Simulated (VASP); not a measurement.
Si2Sn5:

```
Si Sn
1.0
     6.50491    0.00000    0.00000
    -3.25246    5.63342    0.00000
     0.00000    0.00000    5.69454
Si Sn
2 5
Direct
  0.00000 0.00000 0.50000
  0.00000 0.00000 0.00000
  0.70121 0.00000 0.00000
  0.00000 0.70121 0.00000
  0.29879 0.29879 0.00000
  0.33333 0.66667 0.00000
  0.66667 0.33333 0.00000
```

The cell was generated, and may not be a known phase.

* Program: VASP 6.6.1
* Task: relaxation of cell and atoms
* Functional: PBE
* Potentials or basis: VASP PAW PBE potentials, release 64 (Si, Sn_d)
* Cutoff: 600 eV
* k mesh: 3 × 3 × 3
* Occupations: gaussian, width 0.2 eV
* Spin: no spin polarisation

At the start: pressure 51.0 GPa; volume 29.81 Å³/atom.

**Question.** Where does the relaxation end?

**Answer.** Over 21 steps the energy falls by 2693.5 meV/atom and the volume is 39.15 Å³/atom (+31.3 %); space group P-62m (No. 189, to 0.1 Å) before and after.

The path:
```tsv
step	energy change (eV)	largest force (eV/Å)	pressure (GPa)	volume (Å³)
1	0.0000	6.9005	50.95	208.68
2	-11.0007	0.1221	-4.48	584.88
3	-12.8250	0.0759	-4.11	521.12
4	-13.9952	0.2386	-4.07	478.61
5	-17.5437	1.0368	-1.55	330.74
6	-17.3511	1.1784	2.12	297.84
7	-17.5938	1.0952	-0.88	321.91
8	-17.5982	1.1090	-0.63	319.18
9	-17.8728	0.7178	-0.85	312.64
10	-18.1110	0.0848	-0.79	302.30
11	-18.2464	1.3090	0.64	280.18
12	-18.4815	1.2592	0.50	278.35
13	-17.8948	0.9624	2.12	270.11
14	-18.5727	1.2227	0.53	276.84
15	-18.5815	1.1931	0.60	276.08
16	-18.6739	0.9180	0.10	279.00
17	-18.7802	0.3722	-0.87	286.16
18	-18.7843	0.2787	-1.04	287.68
19	-18.8346	0.1710	-0.57	281.11
20	-18.8545	0.0236	0.15	273.02
21	-18.8548	0.0430	0.03	274.07
```

Final structure:
```cif
data_structure
_symmetry_space_group_name_H-M 'P 1'
_symmetry_Int_Tables_number 1
_cell_length_a 8.5515
_cell_length_b 8.5515
_cell_length_c 4.3275
_cell_angle_alpha 90.000
_cell_angle_beta 90.000
_cell_angle_gamma 120.000
_cell_volume 274.07
loop_
_atom_site_label
_atom_site_type_symbol
_atom_site_fract_x
_atom_site_fract_y
_atom_site_fract_z
_atom_site_occupancy
Si1 Si 0.00000 0.00000 0.50000 1
Si2 Si 0.00000 0.00000 0.00000 1
Sn1 Sn 0.68638 0.00000 0.00000 1
Sn2 Sn 0.00000 0.68638 0.00000 1
Sn3 Sn 0.31362 0.31362 0.00000 1
Sn4 Sn 0.33333 0.66667 0.00000 1
Sn5 Sn 0.66667 0.33333 0.00000 1
```

Caveat: the k points lie up to 0.48 Å⁻¹ apart in the final cell, too coarse for converged energies and pressures of a metal; the volume moved by over 15 % at a fixed basis, so the end points are rough; the relaxation stopped at a loose force limit of 0.08 eV/Å, so its end isn't a converged minimum.
